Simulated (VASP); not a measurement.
# Bi (Im-3m) in VASP: a series of runs

The runs below take Bi through single point, with HSE06, r2SCAN.

All numbers are computed with VASP 6.6.1; they aren't measurements. Logs are shortened: lines on timing, memory, paths and dates and some standing lists are left out, and cuts for length are marked.

**1. The cell of the first run**

The structure is cubic, space group Im-3m (No. 229). The conventional cell has a = 3.963 Å, b = 3.963 Å, c = 3.963 Å, α = 90.00°, β = 90.00°, γ = 90.00°. Within 4.5 Å of Bi (site symmetry m-3m) lie 14 Bi at 3.43 to 3.96 Å.

**2. Single point, HSE06, non-collinear spin, zero start, spin-orbit coupling**

POSCAR

```
Bi
1.0
   -1.9814305318      1.9814305318      1.9814305318
    1.9814305318     -1.9814305318      1.9814305318
    1.9814305318      1.9814305318     -1.9814305318
Bi
1
Direct
    0.0000000000      0.0000000000      0.0000000000
```

INCAR.step1

```
  PREC = Accurate
  ENCUT = 520
  EDIFF = 1E-5
  ISMEAR = -1
  SIGMA = 0.05
  LREAL = False
  LASPH = True
  NELM = 150
  ALGO = Normal
  ISIF = 2
  LWAVE = True
  LCHARG = False
  MAGMOM = 0 0 0
  LORBIT = 11
  LSORBIT = True
  GGA_COMPAT = False
  LORBMOM = True
  NBANDS = 26
  GGA = PE
```

INCAR.step2

```
  PREC = Accurate
  ENCUT = 520
  EDIFF = 1E-7
  ISMEAR = -1
  SIGMA = 0.05
  LREAL = False
  LASPH = True
  NELM = 150
  ALGO = Normal
  ISIF = 2
  LWAVE = False
  LCHARG = False
  MAGMOM = 0 0 0
  LORBIT = 11
  LSORBIT = True
  GGA_COMPAT = False
  LORBMOM = True
  GGA = PE
  LHFCALC = True
  HFSCREEN = 0.2079
  PRECFOCK = Normal
  NBANDS = 26
  ISTART = 1
```

KPOINTS

```
Automatic mesh
0
Gamma
  4 4 4
```

Potentials or basis: VASP PAW PBE potentials, release 64 (Bi_d).

Run with:

```
$ cat potpaw_PBE.64/Bi_d/POTCAR > POTCAR
$ cp INCAR.step1 INCAR
$ mpirun -np 1 vasp_ncl > vasp.out
$ cp INCAR.step2 INCAR
$ mpirun -np 1 vasp_ncl > vasp.out
```

OUTCAR:

```text
PREC = Accurate
   ENCUT = 520
   EDIFF = 1E-7
   ISMEAR = -1
   LREAL = False
   LASPH = True
   NELM = 150
   ISIF = 2
   LORBIT = 11
   LSORBIT = True
   GGA = PE
   LHFCALC = True
   HFSCREEN = 0.2079
   PRECFOCK = Normal
   ISTART = 1

 ion  position               nearest neighbor table
   1  0.000  0.000  0.000-

  LATTYP: Found a body centered cubic cell.
 ALAT       =     3.9628610636

  Lattice vectors:

 A1 = (  -1.9814305318,   1.9814305318,   1.9814305318)
 A2 = (   1.9814305318,  -1.9814305318,   1.9814305318)
 A3 = (   1.9814305318,   1.9814305318,  -1.9814305318)

Analysis of symmetry for initial positions (statically):
=====================================================================
 Subroutine PRICEL returns:
 Original cell was already a primitive cell.

 Routine SETGRP: Setting up the symmetry group for a
 body centered cubic supercell.

 Subroutine GETGRP returns: Found 48 space group operations
[... 9 lines left out ...]

 Routine SETGRP: Setting up the symmetry group for a
 body centered cubic supercell.

 Subroutine GETGRP returns: Found 48 space group operations
 (whereof 48 operations were pure point group operations)
 out of a pool of 48 trial point group operations.

The dynamic configuration has the point symmetry O_h .

Analysis of structural, dynamic, and magnetic symmetry:
=====================================================================
 Subroutine PRICEL returns:
 Original cell was already a primitive cell.

 Routine SETGRP: Setting up the symmetry group for a
 body centered cubic supercell.

 Subroutine GETGRP returns: Found 48 space group operations
 (whereof 48 operations were pure point group operations)
 out of a pool of 48 trial point group operations.

The overall configuration has the point symmetry O_h .

 Subroutine INISYM returns: Found 48 space group operations
[... 5 lines left out ...]
                                     Primitive cell

  volume of cell :      31.1169

  direct lattice vectors                    reciprocal lattice vectors
    -1.981430532  1.981430532  1.981430532     0.000000000  0.252342937  0.252342937
     1.981430532 -1.981430532  1.981430532     0.252342937  0.000000000  0.252342937
     1.981430532  1.981430532 -1.981430532     0.252342937  0.252342937  0.000000000

  length of vectors
     3.431938353  3.431938353  3.431938353     0.356866804  0.356866804  0.356866804

[... 123 lines left out ...]

 val. band max:        6.5761078375   @ k =   0.2500   0.0000   0.0000
 cond. band min:       7.0786676602   @ k =   0.5000   0.5000   0.2500
 fundamental gap:      0.5025598227
 Fermi energy:         7.0237832556

 k-point     1 :       0.0000    0.0000    0.0000
  band No.  band energies     occupation
      1     -18.9925      1.00000
      2     -18.9925      1.00000
      3     -18.9925      1.00000
      4     -18.9925      1.00000
      5     -15.9587      1.00000
      6     -15.9587      1.00000
[... 221 lines left out ...]
     25      25.6109      0.00000
     26      25.6109      0.00000

------------------------ aborting loop because EDIFF is reached ----------------------------------------

  FORCE on cell =-STRESS in cart. coord.  units (eV):
  Direction    XX          YY          ZZ          XY          YZ          ZX
  --------------------------------------------------------------------------------------
  -------------------------------------------------------------------------------------
  Total        0.2395696      0.2395696      0.2395696      0.0000000      0.0000000     -0.0000000
  in kB       12.3351848     12.3351848     12.3351848      0.0000000      0.0000000     -0.0000000
  external PRESSURE =      12.3351848 kB  Pullay stress =       0.0000000 kB

 VOLUME and BASIS-vectors are now :
 -----------------------------------------------------------------------------
  energy-cutoff  :      520.00
  volume of cell :       31.12
      direct lattice vectors                 reciprocal lattice vectors
    -1.981430532  1.981430532  1.981430532     0.000000000  0.252342937  0.252342937
     1.981430532 -1.981430532  1.981430532     0.252342937  0.000000000  0.252342937
     1.981430532  1.981430532 -1.981430532     0.252342937  0.252342937  0.000000000

 POSITION                                       TOTAL-FORCE (eV/Angst)
 -----------------------------------------------------------------------------------
      0.00000      0.00000      0.00000        -0.000000      0.000000      0.000000
 -----------------------------------------------------------------------------------
    total drift:                               -0.000000      0.000000      0.000000

  FREE ENERGIE OF THE ION-ELECTRON SYSTEM (eV)
  ---------------------------------------------------
  free  energy   TOTEN  =        -5.1176210414 eV

  energy  without entropy=       -5.1070402627  energy(sigma->0) =       -5.11233065

 orbital moment (x)

 # of ion     p       d       tot
 ----------------------------------------
  1        -0.000   0.000  -0.000
 ----------------------------------------
           -0.000   0.000  -0.000

 orbital moment (y)

 # of ion     p       d       tot
 ----------------------------------------
  1        -0.000   0.000   0.000
 ----------------------------------------
           -0.000   0.000   0.000

 orbital moment (z)

 # of ion     p       d       tot
 ----------------------------------------
  1         0.000   0.000   0.000
 ----------------------------------------
            0.000   0.000   0.000

 Spin-Orbit-Coupling matrix elements

 Ion:    1  E_soc:     -1.7901801
 l=   1
     0.0000000    -0.2358858    -0.2358858
    -0.2358858     0.0000000    -0.2358858
    -0.2358858    -0.2358858     0.0000000
 l=   2
     0.0000000    -0.0126486     0.0000000    -0.0126486    -0.0498289
    -0.0126486     0.0000000    -0.0373717    -0.0126486    -0.0124572
     0.0000000    -0.0373717     0.0000000    -0.0373717     0.0000000
    -0.0126486    -0.0126486    -0.0373717     0.0000000    -0.0124572
    -0.0498289    -0.0124572     0.0000000    -0.0124572     0.0000000
 l=   3
     0.0000000     0.0000000     0.0000000     0.0000000     0.0000000     0.0000000     0.0000000
     0.0000000     0.0000000     0.0000000     0.0000000     0.0000000     0.0000000     0.0000000
     0.0000000     0.0000000     0.0000000     0.0000000     0.0000000     0.0000000     0.0000000
     0.0000000     0.0000000     0.0000000     0.0000000     0.0000000     0.0000000     0.0000000
     0.0000000     0.0000000     0.0000000     0.0000000     0.0000000     0.0000000     0.0000000
     0.0000000     0.0000000     0.0000000     0.0000000     0.0000000     0.0000000     0.0000000
     0.0000000     0.0000000     0.0000000     0.0000000     0.0000000     0.0000000     0.0000000

 total charge

# of ion       s       p       d       tot
------------------------------------------
    1        1.596   1.270   9.925  12.790

 magnetization (x)

# of ion       s       p       d       tot
------------------------------------------
    1        0.000   0.000   0.000   0.000

 magnetization (y)

# of ion       s       p       d       tot
------------------------------------------
    1        0.000   0.000  -0.000   0.000

 magnetization (z)

# of ion       s       p       d       tot
------------------------------------------
    1       -0.000   0.000   0.000  -0.000
```

OUTCAR.step1:

```text
PREC = Accurate
   ENCUT = 520
   EDIFF = 1E-5
   ISMEAR = -1
   LREAL = False
   LASPH = True
   NELM = 150
   ISIF = 2
   LORBIT = 11
   LSORBIT = True
   GGA = PE

 ion  position               nearest neighbor table
[... 499 lines left out ...]
 total charge

# of ion       s       p       d       tot
------------------------------------------
    1        1.553   1.266   9.925  12.743

 magnetization (x)

# of ion       s       p       d       tot
------------------------------------------
    1        0.000   0.000   0.000   0.000

 magnetization (y)

# of ion       s       p       d       tot
------------------------------------------
    1       -0.000   0.000  -0.000  -0.000

 magnetization (z)

# of ion       s       p       d       tot
------------------------------------------
    1        0.000   0.000  -0.000   0.000
```

Wall time 22 min (1 thread of Intel Xeon Platinum 8259CL at 2.50GHz (Skylake/Cascade Lake), shared host); peak memory 0.33 GiB.

Results:

```yaml
Free_energy: -5.1176 eV
Pressure: 1.2 GPa
Net_moment: 0.00 μB per cell
Valence_electrons_inside_the_program's_atomic_spheres: Bi 12.79
```

Moments on the atoms (μB; x, y, z):
```
Bi  0.00 0.00 0.00
```

Caveat: the k points lie up to 0.56 Å⁻¹ apart; the PAW data sets were made with another functional, which shifts forces and pressure a little.

**3. Single point, r2SCAN (volume scaled by 0.94)**

POSCAR

```
Bi
1.0
   -1.9409818243      1.9409818243      1.9409818243
    1.9409818243     -1.9409818243      1.9409818243
    1.9409818243      1.9409818243     -1.9409818243
Bi
1
Direct
    0.0000000000      0.0000000000      0.0000000000
```

INCAR.step1

```
SYSTEM = Bi
PREC     = Accurate       ! precision mode
ENCUT    = 550            ! plane-wave cutoff, eV
ISMEAR   = -1             ! smearing method
SIGMA    = 0.05           ! smearing width, eV
LREAL    = .FALSE.        ! projectors in reciprocal space
LASPH    = .TRUE.         ! aspherical terms in the spheres
NELM     = 120            ! most SCF steps
NBANDS   = 14             ! bands
GGA      = PE             ! functional
ALGO     = Normal         ! electronic algorithm
EDIFF    = 1E-5           ! SCF threshold, eV
LWAVE    = .TRUE.         ! write WAVECAR
LCHARG   = .FALSE.        ! write CHGCAR
GGA_COMPAT= .FALSE.
```

INCAR.step2

```
SYSTEM = Bi
PREC     = Accurate       ! precision mode
ENCUT    = 550            ! plane-wave cutoff, eV
EDIFF    = 1E-6           ! SCF threshold, eV
ISMEAR   = -1             ! smearing method
SIGMA    = 0.05           ! smearing width, eV
LREAL    = .FALSE.        ! projectors in reciprocal space
LASPH    = .TRUE.         ! aspherical terms in the spheres
NELM     = 120            ! most SCF steps
ALGO     = Normal         ! electronic algorithm
ISIF     = 2              ! what is computed and relaxed
LWAVE    = .FALSE.        ! write WAVECAR
LCHARG   = .FALSE.        ! write CHGCAR
METAGGA  = R2SCAN         ! meta-GGA
LMIXTAU  = .TRUE.       
NBANDS   = 14             ! bands
ISTART   = 1            
GGA_COMPAT= .FALSE.
```

KPOINTS

```
Automatic mesh
0
G
  9 9 9
  0 0 0
```

Potentials or basis: VASP PAW PBE potentials, release 64 (Bi_d).

Run with:

```
$ cat potpaw_PBE.64/Bi_d/POTCAR > POTCAR
$ cp INCAR.step1 INCAR
$ mpirun -np 1 vasp_std > vasp.out
$ cp INCAR.step2 INCAR
$ mpirun -np 1 vasp_std > vasp.out
```

Run time: 32 s. Hardware: 1 thread of Intel Xeon 6975P-C (Granite Rapids), shared host; peak memory 0.16 GiB.

The run converged. Its results:

```yaml
Free_energy: -58.2644 eV
Pressure: 4.0 GPa
```

Levels at points of the mesh, in eV from the Fermi level:
```tsv
k point	band 3	band 4	band 5	band 6	band 7	band 8	band 9	band 10	band 11	band 12
(0.00, 0.00, 0.00)	-23.99	-23.82	-23.82	-14.78	5.64	5.64	5.64	10.81	11.10	11.10
```

Caveat: the PAW data sets were made with another functional, which shifts forces and pressure a little; spin-orbit coupling is left out, which moves the levels of the heavy elements.
